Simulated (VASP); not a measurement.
# Mg (P6_3/mmc) in VASP: a series of runs, part 2 of 2

VASP 6.6.1. Earlier steps stand in the parts before.

## Step 3: Single point, PBEsol

This run uses another cell than the first one, of 22.58 Å³/atom.

INCAR

```
ALGO = Normal
EDIFF = 1E-6
ENCUT = 520
GGA = PS
ISIF = 2
ISMEAR = 0
LASPH = True
LCHARG = True
LELF = True
LREAL = False
LVHAR = True
LWAVE = False
NBANDS = 12
NELM = 80
PREC = Accurate
SIGMA = 0.1
```

KPOINTS

```
k-points
0
Gamma
  15 15 4
```

POSCAR

```
Mg
1.0
    3.1896021877      0.0000000000      0.0000000000
   -1.5948010939      2.7622765225      0.0000000000
    0.0000000000      0.0000000000     10.2501964482
Mg
4
Direct
    0.0000000000      0.0000000000      0.0000000000
    0.3333333333      0.6666666667      0.2500000000
    0.0000000000      0.0000000000      0.5000000000
    0.6666666667      0.3333333333      0.7500000000
```

Potentials or basis: VASP PAW PBE potentials, release 64 (Mg).

Launch:

```console
cat potpaw_PBE.64/Mg/POTCAR > POTCAR
mpirun -np 1 vasp_std > vasp.out
```

OUTCAR:

```text
EDIFF = 1E-6
   ENCUT = 520
   GGA = PS
   ISIF = 2
   ISMEAR = 0
   LASPH = True
   LREAL = False
   NELM = 80
   PREC = Accurate

 ion  position               nearest neighbor table
   1  0.000  0.000  0.000-   2 3.16   4 3.16   4 3.16   2 3.16   4 3.16   2 3.16
   2  0.333  0.667  0.250-   1 3.16   3 3.16   1 3.16   3 3.16   1 3.16   3 3.16
   3  0.000  0.000  0.500-   2 3.16   4 3.16   4 3.16   2 3.16   4 3.16   2 3.16
   4  0.667  0.333  0.750-   1 3.16   3 3.16   1 3.16   3 3.16   1 3.16   3 3.16

  LATTYP: Found a hexagonal cell.
 ALAT       =     3.1896021877
 C/A-ratio  =     3.2136284856

  Lattice vectors:

 A1 = (   3.1896021877,   0.0000000000,   0.0000000000)
 A2 = (  -1.5948010939,   2.7622765225,   0.0000000000)
 A3 = (   0.0000000000,   0.0000000000,  10.2501964482)

Analysis of symmetry for initial positions (statically):
=====================================================================
 Subroutine PRICEL returns:
 Original cell was already a primitive cell.

 Routine SETGRP: Setting up the symmetry group for a
 hexagonal supercell.

 Subroutine GETGRP returns: Found 24 space group operations
 (whereof 12 operations were pure point group operations)
 out of a pool of 24 trial point group operations.

The static configuration has the point symmetry D_3d.
 The point group associated with its full space group is D_6h.

Analysis of symmetry for dynamics (positions and initial velocities):
=====================================================================
 Subroutine PRICEL returns:
 Original cell was already a primitive cell.

 Routine SETGRP: Setting up the symmetry group for a
 hexagonal supercell.

 Subroutine GETGRP returns: Found 24 space group operations
 (whereof 12 operations were pure point group operations)
 out of a pool of 24 trial point group operations.

The dynamic configuration has the point symmetry D_3d.
 The point group associated with its full space group is D_6h.

 Subroutine INISYM returns: Found 24 space group operations
[... 132 lines left out ...]
 non-spin polarized calculation
 Gauss-broadening in eV      SIGMA  =   0.10
  energy-cutoff  :      520.00
  volume of cell :       90.31
 maximum number of plane-waves:      2460
 NGX is ok and might be reduce to    24
   NGX = 11   NGY = 11   NGZ = 39

 number of electron       8.0000000 magnetization

 Free energy of the ion-electron system (eV)
  ---------------------------------------------------
  ext. energy  EPLUGINS =         0.00000000
  ---------------------------------------------------
  free energy    TOTEN  =        -6.87288725 eV

  energy without entropy =       -6.86222372  energy(sigma->0) =       -6.86755548

 E-fermi :   2.6729     XC(G=0):  -8.5863

 val. band max:        2.6700012216   @ k =   0.4000   0.0667   0.5000
 cond. band min:       2.6988752723   @ k =   0.2667   0.0667   0.0000
 fundamental gap:      0.0288740508
 Fermi energy:         2.6728558753

 k-point     1 :       0.0000    0.0000    0.0000
  band No.  band energies     occupation
      1      -4.3226      2.00000
      2      -2.8969      2.00000
      3      -2.8969      2.00000
      4       1.0194      2.00000
      5       1.5377      2.00000
      6       7.9072      0.00000
      7       7.9182      0.00000
      8      13.6122      0.00000
      9      13.6122      0.00000
     10      13.6775      0.00000
     11      13.6775      0.00000
     12      14.4032      0.00000
[... 331 lines left out ...]
 k-point    24 :       0.4000    0.2000    0.0000
  band No.  band energies     occupation
      1       1.0394      2.00000
      2       1.0555      2.00000
      3       2.1137      2.00000
      4       2.1283      2.00000
      5       2.7151      0.55069
      6       2.7255      0.45686
      7       4.6075      0.00000
      8       5.8162      0.00000
      9       6.0034      0.00000
     10       6.0137      0.00000
     11       6.4496      0.00000
     12       7.3686      0.00000

 [... further k-points ...]

------------------------ aborting loop because EDIFF is reached ----------------------------------------

  FORCE on cell =-STRESS in cart. coord.  units (eV):
  Direction    XX          YY          ZZ          XY          YZ          ZX
  --------------------------------------------------------------------------------------
  -------------------------------------------------------------------------------------
  Total       -0.0273744     -0.0273744     -0.0159512      0.0000000      0.0000000      0.0000000
  in kB       -0.4856450     -0.4856450     -0.2829886      0.0000000      0.0000000      0.0000000
  external PRESSURE =      -0.4180929 kB  Pullay stress =       0.0000000 kB

 VOLUME and BASIS-vectors are now :
 -----------------------------------------------------------------------------
  energy-cutoff  :      520.00
  volume of cell :       90.31
      direct lattice vectors                 reciprocal lattice vectors
     3.189602188  0.000000000  0.000000000     0.313518722  0.181010118  0.000000000
    -1.594801094  2.762276523  0.000000000     0.000000000  0.362020237  0.000000000
     0.000000000  0.000000000 10.250196448     0.000000000  0.000000000  0.097559106

 POSITION                                       TOTAL-FORCE (eV/Angst)
 -----------------------------------------------------------------------------------
      0.00000      0.00000      0.00000        -0.000000      0.000000     -0.000000
     -0.00000      1.84152      2.56255        -0.000000      0.000000     -0.000000
      0.00000      0.00000      5.12510        -0.000000      0.000000     -0.000000
      1.59480      0.92076      7.68765         0.000000      0.000000      0.000000
 -----------------------------------------------------------------------------------
    total drift:                                0.000000     -0.000000      0.000000

  FREE ENERGIE OF THE ION-ELECTRON SYSTEM (eV)
  ---------------------------------------------------
  free  energy   TOTEN  =        -6.8728872452 eV

  energy  without entropy=       -6.8622237176  energy(sigma->0) =       -6.86755548
```

stdout:

```text
POSCAR found type information on POSCAR Mg
 POSCAR found :  1 types and       4 ions
 scaLAPACK will be used
 -----------------------------------------------------------------------------
|                                                                             |
|                                                                             |
|     You enforced a specific xc type in the INCAR file but a different       |
|     I HOPE YOU KNOW WHAT YOU ARE DOING!                                     |
|                                                                             |
 -----------------------------------------------------------------------------

 LDA part: xc-table for (Slater+PW92), standard interpolation
 POSCAR, INCAR and KPOINTS ok, starting setup
 FFT: planning ... GRIDC
 FFT: planning ... GRID_SOFT
 FFT: planning ... GRID
 WAVECAR not read
 entering main loop
```

Run time: 32 s. Hardware: 1 thread of Intel Xeon Platinum 8488C (Sapphire Rapids), shared host; peak memory 0.24 GiB.

Results:

* Free energy: -6.8729 eV
* Pressure: 0.0 GPa
* Band gap on the k mesh: zero (bands 4 and 5 overlap by 2.09 eV)

Levels at points of the mesh, in eV from the Fermi level:
```csv
k point,band 1,band 2,band 3,band 4,band 5,band 6,band 7,band 8
"(0.00, 0.00, 0.00)",-7.00,-5.57,-5.57,-1.65,-1.14,5.23,5.25,10.94
"(0.00, 0.00, 0.50)",-6.64,-6.64,-3.82,-3.82,1.65,1.65,9.29,9.29
```

Caveat: the PAW data sets were made with another functional, which shifts forces and pressure a little.

## Step 4: Relaxation of cell and atoms, PBEsol

This run uses another cell than the first one, of 22.55 Å³/atom.

INCAR

```
  PREC = Accurate
  ENCUT = 600
  EDIFF = 1E-6
  ISMEAR = 0
  SIGMA = 0.1
  LREAL = False
  LASPH = True
  NELM = 80
  ALGO = Normal
  ISIF = 3
  LWAVE = False
  LCHARG = False
  GGA = PS
  IBRION = 2
  NSW = 100
  EDIFFG = -0.005
```

KPOINTS

```
regular mesh
0
Gamma
  15 15 4
```

POSCAR

```
Mg
1.0
    3.1768261656      0.0000000000      0.0000000000
   -1.5884130828      2.7512121628      0.0000000000
    0.0000000000      0.0000000000     10.3188620100
Mg
4
Direct
    0.0000000000      0.0000000000      0.0000000000
    0.3333333300      0.6666666700      0.2500000000
    0.0000000000      0.0000000000      0.5000000000
    0.6666666700      0.3333333300      0.7500000000
```

Potentials or basis: VASP PAW PBE potentials, release 64 (Mg).

Launch:

```console
cat potpaw_PBE.64/Mg/POTCAR > POTCAR
mpirun -np 1 vasp_std > vasp.out
```

OUTCAR:

```text
PREC = Accurate
   ENCUT = 600
   EDIFF = 1E-6
   ISMEAR = 0
   LREAL = False
   LASPH = True
   NELM = 80
   ISIF = 3
   GGA = PS
   IBRION = 2
   NSW = 100
   EDIFFG = -0.005

 ion  position               nearest neighbor table
   1  0.000  0.000  0.000-   2 3.17   4 3.17   2 3.17   4 3.17   4 3.17   2 3.17
   2  0.333  0.667  0.250-   1 3.17   3 3.17   1 3.17   3 3.17   1 3.17   3 3.17
   3  0.000  0.000  0.500-   2 3.17   4 3.17   2 3.17   4 3.17   4 3.17   2 3.17
   4  0.667  0.333  0.750-   1 3.17   3 3.17   1 3.17   3 3.17   1 3.17   3 3.17

  LATTYP: Found a hexagonal cell.
 ALAT       =     3.1768261656
 C/A-ratio  =     3.2481670296

  Lattice vectors:

 A1 = (   3.1768261656,   0.0000000000,   0.0000000000)
 A2 = (  -1.5884130828,   2.7512121628,   0.0000000000)
 A3 = (   0.0000000000,   0.0000000000,  10.3188620100)
[... 273 lines left out ...]
 fundamental gap:      0.0236731711
 Fermi energy:         2.6800859010

 k-point     1 :       0.0000    0.0000    0.0000
  band No.  band energies     occupation
      1      -4.3215      2.00000
      2      -2.8961      2.00000
      3      -2.8960      2.00000
      4       1.0196      2.00000
      5       1.5369      2.00000
      6       7.9053      0.00000
      7       7.9162      0.00000
      8      13.6394      0.00000
[... 243 lines left out ...]
 k-point    24 :       0.4000    0.2000    0.0000
  band No.  band energies     occupation
      1       1.0470      2.00000
      2       1.0643      2.00000
      3       2.1203      2.00000
      4       2.1361      2.00000
      5       2.7235      0.53926
      6       2.7349      0.43863
      7       4.6192      0.00000
      8       5.8254      0.00000

 [... further k-points ...]

------------------------ aborting loop because EDIFF is reached ----------------------------------------

  FORCE on cell =-STRESS in cart. coord.  units (eV):
  Direction    XX          YY          ZZ          XY          YZ          ZX
  --------------------------------------------------------------------------------------
  -------------------------------------------------------------------------------------
  Total        0.0085608      0.0085608     -0.0066481      0.0000000     -0.0000000      0.0000000
  in kB        0.1520769      0.1520769     -0.1181003      0.0000000     -0.0000000      0.0000000
  external PRESSURE =       0.0620178 kB  Pullay stress =       0.0000000 kB
[... 19 lines left out ...]
  FREE ENERGIE OF THE ION-ELECTRON SYSTEM (eV)
  ---------------------------------------------------
  free  energy   TOTEN  =        -6.8732721176 eV

  energy  without entropy=       -6.8626749966  energy(sigma->0) =       -6.86797356

 reached required accuracy - stopping structural energy minimisation
```

OSZICAR:

```text
N       E                     dE             d eps       ncg     rms          rms(c)
DAV:   1     0.335707955233E+01    0.33571E+01   -0.29194E+03  1296   0.803E+02
DAV:   2    -0.674836466652E+01   -0.10105E+02   -0.99130E+01  1816   0.542E+01
DAV:   3    -0.691219769542E+01   -0.16383E+00   -0.15593E+00  1992   0.695E+00
[... 14 lines left out ...]
       N       E                     dE             d eps       ncg     rms          rms(c)
DAV:   1    -0.687329076903E+01   -0.46191E-03   -0.43908E-03  1768   0.387E-01    0.265E-02
DAV:   2    -0.687327980670E+01    0.10962E-04   -0.21294E-05  1656   0.337E-02    0.164E-02
DAV:   3    -0.687327211705E+01    0.76896E-05   -0.87332E-06  1808   0.135E-02    0.236E-04
DAV:   4    -0.687327211758E+01   -0.52802E-09   -0.85644E-08   984   0.233E-03
   3 F= -.68732721E+01 E0= -.68679736E+01  d E =-.117465E-02
```

CONTCAR:

```text
Mg
   1.00000000000000
     3.1873028875351186    0.0000000000000000    0.0000000000000000
    -1.5936514437675593    2.7602852701440330    0.0000000000000000
     0.0000000000000000    0.0000000000000000   10.2513753944321451
  Mg
     4
Direct
     0.0000000000000000    0.0000000000000000    1.0000000000000000
     0.3333333300000021    0.6666666699999979    0.2500000000000000
     0.0000000000000000    0.0000000000000000    0.5000000000000000
     0.6666666699999979    0.3333333300000021    0.7500000000000000

  0.00000000E+00  0.00000000E+00  0.00000000E+00
  0.00000000E+00  0.00000000E+00  0.00000000E+00
  0.00000000E+00  0.00000000E+00  0.00000000E+00
  0.00000000E+00  0.00000000E+00  0.00000000E+00
```

It took 73 s on 1 thread of Intel Xeon Platinum 8488C (Sapphire Rapids), shared host; peak memory 0.28 GiB.

Results:

| Quantity | Value |
| --- | --- |
| Free energy | -6.8733 eV |
| Energy gained by relaxing | 0.3 meV/atom |
| Ionic steps | 3 |
| Pressure after relaxing | 0.0 GPa |
| Band gap on the k mesh | zero (bands 4 and 5 overlap by 2.10 eV) |

Step by step:
| step | energy change (eV) | largest force (eV/Å) | pressure (GPa) | volume (Å³) |
| --- | --- | --- | --- | --- |
| 1 | 0.0000 | 0.0000 | 0.00 | 90.19 |
| 2 | -0.0007 | 0.0000 | 0.00 | 90.19 |
| 3 | -0.0012 | 0.0000 | 0.01 | 90.19 |

Final structure:
```yaml
crystal:
  lattice:
    - [3.18730, 0.00000, 0.00000]
    - [-1.59365, 2.76029, 0.00000]
    - [0.00000, 0.00000, 10.25138]
  atoms:
    - { symbol: Mg, position: [0.00000, 0.00000, 0.00000] }
    - { symbol: Mg, position: [0.33333, 0.66667, 0.25000] }
    - { symbol: Mg, position: [0.00000, 0.00000, 0.50000] }
    - { symbol: Mg, position: [0.66667, 0.33333, 0.75000] }
```

Caveat: the PAW data sets were made with another functional, which shifts forces and pressure a little.

## Step 5: Summary

```tsv
task	cell	k mesh	cutoff (eV)	gap on the mesh (eV)	pressure (GPa)
relaxation of cell and atoms	relaxed to 3 GPa from a = 3.159, b = 3.159, c = 10.156 Å, angles 90.0, 90.0, 120.0°, 4 atoms	18 × 18 × 4	600	none	3.0
single point	a = 3.190, b = 3.190, c = 10.250 Å, angles 90.0, 90.0, 120.0°, 4 atoms	15 × 15 × 4	520	none	0.0
relaxation of cell and atoms	relaxed from a = 3.177, b = 3.177, c = 10.319 Å, angles 90.0, 90.0, 120.0°, 4 atoms	15 × 15 × 4	600	none	0.0
```

Alike in all rows: level PBEsol; potentials or basis VASP PAW PBE potentials, release 64 (Mg); no spin polarisation; smearing gaussian 0.1 eV.

Caveats: the PAW data sets were made with another functional, which shifts forces and pressure a little; the cell is relaxed towards a set pressure, so the run minimises the enthalpy, not the energy (at least some runs).

Total energies depend on the potentials used, so only differences within one code and one set of settings carry meaning.
